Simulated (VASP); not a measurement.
# Os (Pm-3n) in VASP: single point with RPBE

Aim: the single point of Os with RPBE.

Everything below comes from runs of VASP 6.6.1. Logs are shortened: lines on timing, memory, paths and dates and some standing lists are left out, and cuts for length are marked.

## 1. The cell of the first run

It takes space group Pm-3n (No. 223, cubic). Conventional cell: a = 4.929 Å, b = 4.929 Å, c = 4.929 Å, α = 90.00°, β = 90.00°, γ = 90.00°. Within 3.6 Å of Os (site symmetry m-3) lie 12 Os at 2.76 Å. Within 3.3 Å of Os (site symmetry -4m2) lie 14 Os at 2.46 to 3.02 Å.

## 2. Single point, RPBE

INCAR

```
PREC     = Accurate       # precision mode
ENCUT    = 520            # plane-wave cutoff, eV
EDIFF    = 1E-7           # SCF threshold, eV
ISMEAR   = -1             # smearing method
SIGMA    = 0.1            # smearing width, eV
LREAL    = False          # projectors in reciprocal space
LASPH    = True           # aspherical terms in the spheres
NELM     = 60             # most SCF steps
ALGO     = Normal         # electronic algorithm
ISIF     = 2              # what is computed and relaxed
LWAVE    = False          # write WAVECAR
LCHARG   = True           # write CHGCAR
GGA      = RP             # functional
LELF     = True           # ELF
LVHAR    = True         
NBANDS   = 42             # bands
```

KPOINTS

```
regular mesh
0
Gamma
  7 7 7
```

POSCAR

```
Os
1.0
    4.9293897617      0.0000000000      0.0000000000
    0.0000000000      4.9293897617      0.0000000000
    0.0000000000      0.0000000000      4.9293897617
Os
8
Direct
    1.0000000000      1.0000000000      1.0000000000
    0.5000000000      0.5000000000      0.5000000000
    0.2500000000      0.0000000000      0.5000000000
    0.7500000000      1.0000000000      0.5000000000
    0.5000000000      0.2500000000      0.0000000000
    0.5000000000      0.7500000000      0.0000000000
    0.0000000000      0.5000000000      0.2500000000
    0.0000000000      0.5000000000      0.7500000000
```

Potentials or basis: VASP PAW PBE potentials, release 64 (Os).

Launch:

```bash
cat potpaw_PBE.64/Os/POTCAR > POTCAR
mpirun -np 1 vasp_std > vasp.out
```

OUTCAR:

```text
PREC = Accurate
   ENCUT = 520
   EDIFF = 1E-7
   ISMEAR = -1
   LREAL = False
   LASPH = True
   NELM = 60
   ISIF = 2
   GGA = RP

 ion  position               nearest neighbor table
   1  0.000  0.000  0.000-   3 2.76   4 2.76   5 2.76   6 2.76   7 2.76   8 2.76   3 2.76   4 2.76
                             7 2.76   8 2.76   5 2.76   6 2.76
   2  0.500  0.500  0.500-   3 2.76   4 2.76   5 2.76   6 2.76   7 2.76   8 2.76   5 2.76   6 2.76
                             3 2.76   4 2.76   7 2.76   8 2.76
   3  0.250  0.000  0.500-   4 2.46   4 2.46   1 2.76   1 2.76   2 2.76   2 2.76   5 3.02   6 3.02
                             6 3.02   5 3.02   8 3.02   7 3.02   8 3.02   7 3.02
   4  0.750  0.000  0.500-   3 2.46   3 2.46   1 2.76   1 2.76   2 2.76   2 2.76   5 3.02   6 3.02
                             6 3.02   5 3.02   8 3.02   7 3.02   8 3.02   7 3.02
   5  0.500  0.250  0.000-   6 2.46   6 2.46   1 2.76   2 2.76   2 2.76   1 2.76   3 3.02   4 3.02
                             3 3.02   4 3.02   8 3.02   7 3.02   7 3.02   8 3.02
   6  0.500  0.750  0.000-   5 2.46   5 2.46   1 2.76   2 2.76   2 2.76   1 2.76   3 3.02   4 3.02
                             3 3.02   4 3.02   8 3.02   7 3.02   7 3.02   8 3.02
   7  0.000  0.500  0.250-   8 2.46   8 2.46   1 2.76   2 2.76   1 2.76   2 2.76   3 3.02   4 3.02
                             5 3.02   3 3.02   4 3.02   6 3.02   5 3.02   6 3.02
   8  0.000  0.500  0.750-   7 2.46   7 2.46   1 2.76   2 2.76   1 2.76   2 2.76   3 3.02   4 3.02
                             5 3.02   3 3.02   4 3.02   6 3.02   5 3.02   6 3.02

  LATTYP: Found a simple cubic cell.
 ALAT       =     4.9293897617

  Lattice vectors:

 A1 = (   4.9293897617,   0.0000000000,   0.0000000000)
 A2 = (   0.0000000000,   4.9293897617,   0.0000000000)
 A3 = (   0.0000000000,   0.0000000000,   4.9293897617)

Analysis of symmetry for initial positions (statically):
=====================================================================
 Subroutine PRICEL returns:
 Original cell was already a primitive cell.

 Routine SETGRP: Setting up the symmetry group for a
 simple cubic supercell.

 Subroutine GETGRP returns: Found 48 space group operations
 (whereof 24 operations were pure point group operations)
 out of a pool of 48 trial point group operations.

The static configuration has the point symmetry T_h .
 The point group associated with its full space group is O_h .

Analysis of symmetry for dynamics (positions and initial velocities):
=====================================================================
 Subroutine PRICEL returns:
 Original cell was already a primitive cell.

 Routine SETGRP: Setting up the symmetry group for a
 simple cubic supercell.

 Subroutine GETGRP returns: Found 48 space group operations
 (whereof 24 operations were pure point group operations)
 out of a pool of 48 trial point group operations.

The dynamic configuration has the point symmetry T_h .
 The point group associated with its full space group is O_h .

 Subroutine INISYM returns: Found 48 space group operations
 (whereof 24 operations are pure point group operations),
 and found     1 'primitive' translations

----------------------------------------------------------------------------------------

                                     Primitive cell

  volume of cell :     119.7787

  direct lattice vectors                    reciprocal lattice vectors
     4.929389762  0.000000000  0.000000000     0.202864867  0.000000000  0.000000000
     0.000000000  4.929389762  0.000000000     0.000000000  0.202864867  0.000000000
     0.000000000  0.000000000  4.929389762     0.000000000  0.000000000  0.202864867

  length of vectors
     4.929389762  4.929389762  4.929389762     0.202864867  0.202864867  0.202864867

  position of ions in fractional coordinates (direct lattice)
     0.000000000  0.000000000  0.000000000
     0.500000000  0.500000000  0.500000000
     0.250000000  0.000000000  0.500000000
     0.750000000  0.000000000  0.500000000
     0.500000000  0.250000000  0.000000000
     0.500000000  0.750000000  0.000000000
     0.000000000  0.500000000  0.250000000
     0.000000000  0.500000000  0.750000000

  ion indices of the primitive-cell ions
   primitive index   ion index
                 1           1
                 2           2
                 3           3
                 4           4
                 5           5
                 6           6
                 7           7
                 8           8

----------------------------------------------------------------------------------------

 KPOINTS: regular mesh

Automatic generation of k-mesh.
 Grid dimensions read from file:
 generate k-points for:    7    7    7

 Generating k-lattice:

  Cartesian coordinates                     Fractional coordinates (reciprocal lattice)
     0.028980695  0.000000000  0.000000000     0.142857143  0.000000000  0.000000000
     0.000000000  0.028980695  0.000000000     0.000000000  0.142857143  0.000000000
     0.000000000  0.000000000  0.028980695     0.000000000  0.000000000  0.142857143

  Length of vectors
     0.028980695  0.028980695  0.028980695

  Shift w.r.t. Gamma in fractional coordinates (k-lattice)
     0.000000000  0.000000000  0.000000000

 Subroutine IBZKPT returns following result:
 ===========================================

 Found     20 irreducible k-points:

 Following reciprocal coordinates:
            Coordinates               Weight
  0.000000  0.000000  0.000000      1.000000
  0.142857  0.000000  0.000000      6.000000
  0.285714  0.000000  0.000000      6.000000
  0.428571  0.000000  0.000000      6.000000
  0.142857  0.142857  0.000000     12.000000
  0.285714  0.142857  0.000000     24.000000
[... 12 lines left out ...]
  0.428571  0.428571  0.285714     24.000000
  0.428571  0.428571  0.428571      8.000000
   k-points           NKPTS =     20   k-points in BZ     NKDIM =     20   number of bands    NBANDS=     42
   number of dos      NEDOS =    301   number of ions     NIONS =      8
   total plane-waves  NPLWV =  64000
   dimension x,y,z NGX =    40 NGY =   40 NGZ =   40
   dimension x,y,z NGXF=    80 NGYF=   80 NGZF=   80
   ions per type =               8
   NGX,Y,Z   is equivalent  to a cutoff of  13.49, 13.49, 13.49 a.u.
   NGXF,Y,Z  is equivalent  to a cutoff of  26.98, 26.98, 26.98 a.u.
 SYSTEM =  unknown system
   PREC   = accura    normal or accurate (medium, high low for compatibility)
   ISTART =      0    job   : 0-new  1-cont  2-samecut
   ICHARG =      2    charge: 1-file 2-atom 10-const
   ISPIN  =      1    spin polarized calculation?
   LNONCOLLINEAR =      F non collinear calculations
   LSORBIT =      F    spin-orbit coupling
   LASPH  =      T    aspherical Exc in radial PAW
   ENCUT  =  520.0 eV  38.22 Ry    6.18 a.u.   9.17  9.17  9.17*2*pi/ulx,y,z
   NELM   =     60;   NELMIN=  2; NELMDL= -5     # of ELM steps
   EDIFF  = 0.1E-06   stopping-criterion for ELM
   LREAL  =      F    real-space projection
   EDIFFG = 0.1E-05   stopping-criterion for IOM
   NSW    =      0    number of steps for IOM
   IBRION =     -1    ionic relax: 0-MD 1-quasi-New 2-CG
   NFREE  =      0    steps in history (QN), initial steepest desc. (CG)
   ISIF   =      2    stress and relaxation
   ISYM   =      2    0-nonsym 1-usesym 2-fastsym
   POTIM  = 0.5000    time-step for ionic-motion
   TEBEG  =    0.0;   TEEND  =   0.0 temperature during run
   PSTRESS=    0.0 pullay stress
   NELECT =      64.0000    total number of electrons
   NUPDOWN=      -1.0000    fix difference up-down
   EMIN   =  10.00;   EMAX   =-10.00  energy-range for DOS
   EFERMI =   0.00;   METHOD = LEGACY
   ISMEAR =    -1;   SIGMA  =   0.10  broadening in eV -4-tet -1-fermi 0-gaus
   EFERMI_NEDOS =   21; number of points for ismear=-14 and -15
   IALGO  =     38    algorithm
   IMIX   =      4    mixing-type and parameters
     AMIX     =   0.40;   BMIX     =  1.00
     AMIX_MAG =   1.60;   BMIX_MAG =  1.00
  volume/ion in A,a.u.               =      14.97       101.04
  Fermi-wavevector in a.u.,A,eV,Ry     =   1.328439  2.510386 24.010889  1.764751
  Thomas-Fermi vector in A             =   2.457677
   LORBIT       =      0    0 simple, 1 ext, 2 COOP (PROOUT), +10 PAW based schemes
   GGA     = RP    functional components
   LHFCALC =     F    Hartree Fock is set to
   AEXX    =    0.0000 exact exchange contribution
   IVDW    =     0    specifies the selected vdW correction
   LEPSILON=     F    determine dielectric tensor
   LRPA    =     F    only Hartree local field effects (RPA)
 non-spin polarized calculation
  energy-cutoff  :      520.00
  volume of cell :      119.78
 maximum number of plane-waves:      3242
 NGX is ok and might be reduce to    40
   NGX = 19   NGY = 19   NGZ = 19

 number of electron      64.0000008 magnetization

 Free energy of the ion-electron system (eV)
  ---------------------------------------------------
  ext. energy  EPLUGINS =         0.00000000
  ---------------------------------------------------
  free energy    TOTEN  =       -80.16337302 eV

  energy without entropy =      -79.84964965  energy(sigma->0) =      -80.00651134

 E-fermi :   8.7998     XC(G=0): -13.6034

 val. band max:        8.7804216324   @ k =   0.2857   0.0000   0.0000
 cond. band min:       8.8039276183   @ k =   0.2857   0.1429   0.0000
 fundamental gap:      0.0235059859
 Fermi energy:         8.7998458432

 k-point     1 :       0.0000    0.0000    0.0000
  band No.  band energies     occupation
      1      -1.7768      2.00000
      2       1.2262      2.00000
      3       1.2262      2.00000
      4       2.4870      2.00000
      5       2.7534      2.00000
      6       2.7534      2.00000
[... 34 lines left out ...]
     41      10.7992      0.00000
     42      12.5512      0.00000
[... 814 lines left out ...]
      2       2.1403      2.00000
      3       2.1403      2.00000
      4       2.4551      2.00000
      5       2.4693      2.00000
      6       2.4693      2.00000
[... 34 lines left out ...]
     41      10.1329      0.00000
     42      10.2753      0.00000

------------------------ aborting loop because EDIFF is reached ----------------------------------------

  FORCE on cell =-STRESS in cart. coord.  units (eV):
  Direction    XX          YY          ZZ          XY          YZ          ZX
  --------------------------------------------------------------------------------------
  -------------------------------------------------------------------------------------
  Total       -0.5069505     -0.5069505     -0.5069505      0.0000000     -0.0000000     -0.0000000
  in kB       -6.7810462     -6.7810462     -6.7810462      0.0000000     -0.0000000     -0.0000000
  external PRESSURE =      -6.7810462 kB  Pullay stress =       0.0000000 kB

 VOLUME and BASIS-vectors are now :
 -----------------------------------------------------------------------------
  energy-cutoff  :      520.00
  volume of cell :      119.78
      direct lattice vectors                 reciprocal lattice vectors
     4.929389762  0.000000000  0.000000000     0.202864867  0.000000000  0.000000000
     0.000000000  4.929389762  0.000000000     0.000000000  0.202864867  0.000000000
     0.000000000  0.000000000  4.929389762     0.000000000  0.000000000  0.202864867

 POSITION                                       TOTAL-FORCE (eV/Angst)
 -----------------------------------------------------------------------------------
      0.00000      0.00000      0.00000         0.000000     -0.000000      0.000000
      2.46469      2.46469      2.46469         0.000000     -0.000000      0.000000
      1.23235      0.00000      2.46469         0.000000      0.000000     -0.000000
      3.69704      0.00000      2.46469        -0.000000     -0.000000      0.000000
      2.46469      1.23235      0.00000         0.000000      0.000000      0.000000
      2.46469      3.69704      0.00000        -0.000000     -0.000000     -0.000000
      0.00000      2.46469      1.23235        -0.000000      0.000000     -0.000000
      0.00000      2.46469      3.69704         0.000000     -0.000000      0.000000
 -----------------------------------------------------------------------------------
    total drift:                               -0.000000     -0.000000     -0.000000

  FREE ENERGIE OF THE ION-ELECTRON SYSTEM (eV)
  ---------------------------------------------------
  free  energy   TOTEN  =       -80.1633730188 eV

  energy  without entropy=      -79.8496496517  energy(sigma->0) =      -80.00651134
```

Wall time 2.4 min (1 thread of AMD EPYC 7R43 (Zen 3), shared host); peak memory 0.23 GiB.

What came out:

```yaml
Free_energy: -80.1634 eV
Pressure: -0.7 GPa
Band_gap_on_the_k_mesh: zero (band 32 reaches 9.05 eV, above the bottom of band 33 at 8.39 eV)
```

Caveat: the PAW data sets were made with another functional, which shifts forces and pressure a little; spin-orbit coupling is left out, which moves the levels of the heavy elements.
